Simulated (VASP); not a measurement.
# Fe3Co (P4/mmm) in VASP: a series of runs

The runs below take Fe3Co through single point, with PBEsol.

Everything below comes from runs of VASP 6.6.1. Logs are shortened: lines on timing, memory, paths and dates and some standing lists are left out, and cuts for length are marked.

### Step 1. The cell of the first run

The structure is tetragonal, space group P4/mmm (No. 123). Conventional cell: a = 4.024 Å, b = 4.024 Å, c = 2.828 Å, α = 90.00°, β = 90.00°, γ = 90.00°. Within 3.2 Å of Fe (site symmetry 4/mmm) lie 10 Fe at 2.46 to 2.83 Å and 4 Co at 2.85 Å. Fe (site symmetry mmm) has 10 Fe at 2.46 to 2.85 Å and 4 Co at 2.46 Å within 3.2 Å. Co (site symmetry 4/mmm) has 12 Fe at 2.46 to 2.85 Å and 2 Co at 2.83 Å within 3.2 Å.

### Step 2. Single point, PBEsol, collinear spin, ferromagnetic start

INCAR reads:

```
PREC = Accurate
ENCUT = 600
EDIFF = 1E-6
ISMEAR = 0
SIGMA = 0.2
LREAL = F
LASPH = T
NELM = 200
ALGO = Normal
ISIF = 2
LWAVE = F
LCHARG = T
ISPIN = 2
MAGMOM = 2.6 2.87 2.87 1.99
LORBIT = 11
LMAXMIX = 4
GGA = PS
LELF = T
LVHAR = T
NBANDS = 28
GGA_COMPAT = F
```

KPOINTS reads:

```
Automatic mesh
0
Gamma
  5 5 7
```

POSCAR reads:

```
Fe3Co
1.0
    4.0235794450      0.0000000000      0.0000000000
    0.0000000000      4.0235794450      0.0000000000
    0.0000000000      0.0000000000      2.8277051700
Fe Co
3 1
Direct
    0.5000000000      0.5000000000      0.0000000000
    0.5000000000      0.0000000000      0.5000000000
    0.0000000000      0.5000000000      0.5000000000
    0.0000000000      0.0000000000      0.0000000000
```

Potentials or basis: VASP PAW PBE potentials, release 64 (Fe, Co).

Launch:

```sh
> cat potpaw_PBE.64/Fe/POTCAR potpaw_PBE.64/Co/POTCAR > POTCAR
> mpirun -np 1 vasp_std > vasp.out
```

OUTCAR:

```text
PREC = Accurate
   ENCUT = 600
   EDIFF = 1E-6
   ISMEAR = 0
   LREAL = F
   LASPH = T
   NELM = 200
   ISIF = 2
   ISPIN = 2
   LORBIT = 11
   GGA = PS

 ion  position               nearest neighbor table
   1  0.500  0.500  0.000-   2 2.46   3 2.46   2 2.46   3 2.46   2 2.46   2 2.46   3 2.46   3 2.46
                             4 2.85   4 2.85   4 2.85   4 2.85
   2  0.500  0.000  0.500-   1 2.46   4 2.46   1 2.46   4 2.46   1 2.46   1 2.46   4 2.46   4 2.46
                             3 2.85   3 2.85   3 2.85   3 2.85
   3  0.000  0.500  0.500-   1 2.46   4 2.46   1 2.46   4 2.46   4 2.46   4 2.46   1 2.46   1 2.46
                             2 2.85   2 2.85   2 2.85   2 2.85
   4  0.000  0.000  0.000-   2 2.46   3 2.46   2 2.46   3 2.46   3 2.46   3 2.46   2 2.46   2 2.46
                             1 2.85   1 2.85   1 2.85   1 2.85

  LATTYP: Found a simple tetragonal cell.
 ALAT       =     4.0235794450
 C/A-ratio  =     0.7027834814

  Lattice vectors:

 A1 = (   4.0235794450,   0.0000000000,   0.0000000000)
 A2 = (   0.0000000000,   4.0235794450,   0.0000000000)
 A3 = (   0.0000000000,   0.0000000000,   2.8277051700)

Analysis of symmetry for initial positions (statically):
=====================================================================
 Subroutine PRICEL returns:
 Original cell was already a primitive cell.

 Routine SETGRP: Setting up the symmetry group for a
 simple tetragonal supercell.

 Subroutine GETGRP returns: Found 16 space group operations
 (whereof 16 operations were pure point group operations)
 out of a pool of 16 trial point group operations.

The static configuration has the point symmetry D_4h.

Analysis of symmetry for dynamics (positions and initial velocities):
=====================================================================
 Subroutine PRICEL returns:
 Original cell was already a primitive cell.

 Routine SETGRP: Setting up the symmetry group for a
 simple tetragonal supercell.

 Subroutine GETGRP returns: Found 16 space group operations
 (whereof 16 operations were pure point group operations)
 out of a pool of 16 trial point group operations.

The dynamic configuration has the point symmetry D_4h.

Analysis of structural, dynamic, and magnetic symmetry:
=====================================================================
 Subroutine PRICEL returns:
 Original cell was already a primitive cell.

 Routine SETGRP: Setting up the symmetry group for a
 simple tetragonal supercell.

 Subroutine GETGRP returns: Found 16 space group operations
 (whereof 16 operations were pure point group operations)
 out of a pool of 16 trial point group operations.

The overall configuration has the point symmetry D_4h.

 Subroutine INISYM returns: Found 16 space group operations
 (whereof 16 operations are pure point group operations),
 and found     1 'primitive' translations

----------------------------------------------------------------------------------------

                                     Primitive cell

  volume of cell :      45.7783

  direct lattice vectors                    reciprocal lattice vectors
     4.023579445  0.000000000  0.000000000     0.248534921  0.000000000  0.000000000
     0.000000000  4.023579445  0.000000000     0.000000000  0.248534921  0.000000000
     0.000000000  0.000000000  2.827705170     0.000000000  0.000000000  0.353643658

  length of vectors
     4.023579445  4.023579445  2.827705170     0.248534921  0.248534921  0.353643658

  position of ions in fractional coordinates (direct lattice)
     0.500000000  0.500000000  0.000000000
     0.500000000  0.000000000  0.500000000
     0.000000000  0.500000000  0.500000000
     0.000000000  0.000000000  0.000000000

  ion indices of the primitive-cell ions
   primitive index   ion index
                 1           1
                 2           2
                 3           3
                 4           4

----------------------------------------------------------------------------------------

 KPOINTS: Automatic mesh

Automatic generation of k-mesh.
 Grid dimensions read from file:
 generate k-points for:    5    5    7

 Generating k-lattice:

  Cartesian coordinates                     Fractional coordinates (reciprocal lattice)
     0.049706984  0.000000000  0.000000000     0.200000000  0.000000000  0.000000000
     0.000000000  0.049706984  0.000000000     0.000000000  0.200000000  0.000000000
     0.000000000  0.000000000  0.050520523     0.000000000  0.000000000  0.142857143

  Length of vectors
     0.049706984  0.049706984  0.050520523

  Shift w.r.t. Gamma in fractional coordinates (k-lattice)
     0.000000000  0.000000000  0.000000000

 Subroutine IBZKPT returns following result:
 ===========================================

 Found     24 irreducible k-points:

 Following reciprocal coordinates:
            Coordinates               Weight
  0.000000  0.000000  0.000000      1.000000
  0.200000  0.000000  0.000000      4.000000
  0.400000  0.000000  0.000000      4.000000
  0.200000  0.200000  0.000000      4.000000
  0.400000  0.200000  0.000000      8.000000
  0.400000  0.400000  0.000000      4.000000
[... 16 lines left out ...]
  0.400000  0.200000  0.428571     16.000000
  0.400000  0.400000  0.428571      8.000000
   k-points           NKPTS =     24   k-points in BZ     NKDIM =     24   number of bands    NBANDS=     28
   number of dos      NEDOS =    301   number of ions     NIONS =      4
   total plane-waves  NPLWV =  24576
   dimension x,y,z NGX =    32 NGY =   32 NGZ =   24
   dimension x,y,z NGXF=    64 NGYF=   64 NGZF=   48
   ions per type =               3   1
   NGX,Y,Z   is equivalent  to a cutoff of  13.22, 13.22, 14.11 a.u.
   NGXF,Y,Z  is equivalent  to a cutoff of  26.44, 26.44, 28.22 a.u.
 SYSTEM =  unknown system
   PREC   = accura    normal or accurate (medium, high low for compatibility)
   ISTART =      0    job   : 0-new  1-cont  2-samecut
   ICHARG =      2    charge: 1-file 2-atom 10-const
   ISPIN  =      2    spin polarized calculation?
   LNONCOLLINEAR =      F non collinear calculations
   LSORBIT =      F    spin-orbit coupling
   LASPH  =      T    aspherical Exc in radial PAW
   ENCUT  =  600.0 eV  44.10 Ry    6.64 a.u.   8.04  8.04  5.65*2*pi/ulx,y,z
   NELM   =    200;   NELMIN=  2; NELMDL= -5     # of ELM steps
   EDIFF  = 0.1E-05   stopping-criterion for ELM
   LREAL  =      F    real-space projection
   EDIFFG = 0.1E-04   stopping-criterion for IOM
   NSW    =      0    number of steps for IOM
   IBRION =     -1    ionic relax: 0-MD 1-quasi-New 2-CG
   NFREE  =      0    steps in history (QN), initial steepest desc. (CG)
   ISIF   =      2    stress and relaxation
   ISYM   =      2    0-nonsym 1-usesym 2-fastsym
   POTIM  = 0.5000    time-step for ionic-motion
   TEBEG  =    0.0;   TEEND  =   0.0 temperature during run
   PSTRESS=    0.0 pullay stress
   NELECT =      33.0000    total number of electrons
   NUPDOWN=      -1.0000    fix difference up-down
   EMIN   =  10.00;   EMAX   =-10.00  energy-range for DOS
   EFERMI =   0.00;   METHOD = LEGACY
   ISMEAR =     0;   SIGMA  =   0.20  broadening in eV -4-tet -1-fermi 0-gaus
   EFERMI_NEDOS =   21; number of points for ismear=-14 and -15
   IALGO  =     38    algorithm
   IMIX   =      4    mixing-type and parameters
     AMIX     =   0.40;   BMIX     =  1.00
     AMIX_MAG =   1.60;   BMIX_MAG =  1.00
  volume/ion in A,a.u.               =      11.44        77.23
  Fermi-wavevector in a.u.,A,eV,Ry     =   1.467888  2.773907 29.316425  2.154696
  Thomas-Fermi vector in A             =   2.583452
   LORBIT       =     11    0 simple, 1 ext, 2 COOP (PROOUT), +10 PAW based schemes
   GGA     = PS    functional components
   LHFCALC =     F    Hartree Fock is set to
   AEXX    =    0.0000 exact exchange contribution
   IVDW    =     0    specifies the selected vdW correction
   LEPSILON=     F    determine dielectric tensor
   LRPA    =     F    only Hartree local field effects (RPA)
 spin polarized calculation
 Gauss-broadening in eV      SIGMA  =   0.20
  energy-cutoff  :      600.00
  volume of cell :       45.78
 maximum number of plane-waves:      1544
   NGX = 17   NGY = 17   NGZ = 11

 number of electron      33.0000000 magnetization      10.3300000

 number of electron      33.0000007 magnetization       9.2266353

 Free energy of the ion-electron system (eV)
  ---------------------------------------------------
  ext. energy  EPLUGINS =         0.00000000
  ---------------------------------------------------
  free energy    TOTEN  =       -34.56342282 eV

  energy without entropy =      -34.52377753  energy(sigma->0) =      -34.54360017

 E-fermi :   6.7128     XC(G=0): -13.2356

 val. band max:        6.6969917671   @ k =   0.2000   0.2000   0.1429
 cond. band min:       6.7261568487   @ k =   0.4000   0.4000   0.0000
 fundamental gap:      0.0291650816
 Fermi energy:         6.7128155102

 spin component 1

 k-point     1 :       0.0000    0.0000    0.0000
  band No.  band energies     occupation
      1      -2.0127      1.00000
      2       1.4937      1.00000
      3       1.6061      1.00000
      4       1.6692      1.00000
      5       1.6992      1.00000
      6       3.0510      1.00000
[... 733 lines left out ...]
     27      13.9608      0.00000
     28      15.1543      0.00000
 Fermi energy:         6.7128155102

 spin component 2

 k-point     1 :       0.0000    0.0000    0.0000
  band No.  band energies     occupation
      1      -1.7670      1.00000
      2       2.9079      1.00000
      3       2.9276      1.00000
      4       3.5033      1.00000
      5       3.5346      1.00000
      6       4.8689      1.00000
[... 733 lines left out ...]
     27      15.3509      0.00000
     28      16.4032      0.00000

------------------------ aborting loop because EDIFF is reached ----------------------------------------

  FORCE on cell =-STRESS in cart. coord.  units (eV):
  Direction    XX          YY          ZZ          XY          YZ          ZX
  --------------------------------------------------------------------------------------
  -------------------------------------------------------------------------------------
  Total       -2.4120959     -2.4120959     -2.1819861      0.0000000      0.0000000      0.0000000
  in kB      -84.4201002    -84.4201002    -76.3665687      0.0000000      0.0000000      0.0000000
  external PRESSURE =     -81.7355897 kB  Pullay stress =       0.0000000 kB

 VOLUME and BASIS-vectors are now :
 -----------------------------------------------------------------------------
  energy-cutoff  :      600.00
  volume of cell :       45.78
      direct lattice vectors                 reciprocal lattice vectors
     4.023579445  0.000000000  0.000000000     0.248534921  0.000000000  0.000000000
     0.000000000  4.023579445  0.000000000     0.000000000  0.248534921  0.000000000
     0.000000000  0.000000000  2.827705170     0.000000000  0.000000000  0.353643658

 POSITION                                       TOTAL-FORCE (eV/Angst)
 -----------------------------------------------------------------------------------
      2.01179      2.01179      0.00000         0.000000      0.000000      0.000000
      2.01179      0.00000      1.41385         0.000000      0.000000      0.000000
      0.00000      2.01179      1.41385         0.000000      0.000000      0.000000
      0.00000      0.00000      0.00000         0.000000      0.000000      0.000000
 -----------------------------------------------------------------------------------
    total drift:                                0.000000     -0.000000     -0.000000

  FREE ENERGIE OF THE ION-ELECTRON SYSTEM (eV)
  ---------------------------------------------------
  free  energy   TOTEN  =       -34.5634228186 eV

  energy  without entropy=      -34.5237775263  energy(sigma->0) =      -34.54360017

 total charge

# of ion       s       p       d       tot
------------------------------------------
    1        0.484   0.526   6.257   7.268
    2        0.482   0.536   6.194   7.211
    3        0.482   0.536   6.194   7.211
    4        0.485   0.524   7.232   8.241
--------------------------------------------------
tot          1.933   2.122  25.878  29.932

 magnetization (x)

# of ion       s       p       d       tot
------------------------------------------
    1       -0.009  -0.047   2.404   2.348
    2       -0.009  -0.050   2.633   2.574
    3       -0.009  -0.050   2.633   2.574
    4       -0.020  -0.062   1.803   1.721
--------------------------------------------------
tot         -0.046  -0.209   9.472   9.216
```

Wall time 81 s (1 thread of Oxide Virtual Turin-like, shared host); peak memory 0.18 GiB.

Results:

- Free energy: -34.5634 eV
- Pressure: -8.2 GPa
- Net moment: 9.23 μB per cell
- Site moments: Fe +2.35, +2.57 (each value once); Co +1.72 μB
- Valence electrons inside the program's atomic spheres: Fe 7.27, 7.21 (each value once); Co 8.24

Caveat: the cell stands under tension; the PAW data sets were made with another functional, which shifts forces and pressure a little.

[end of part 1 of 3]
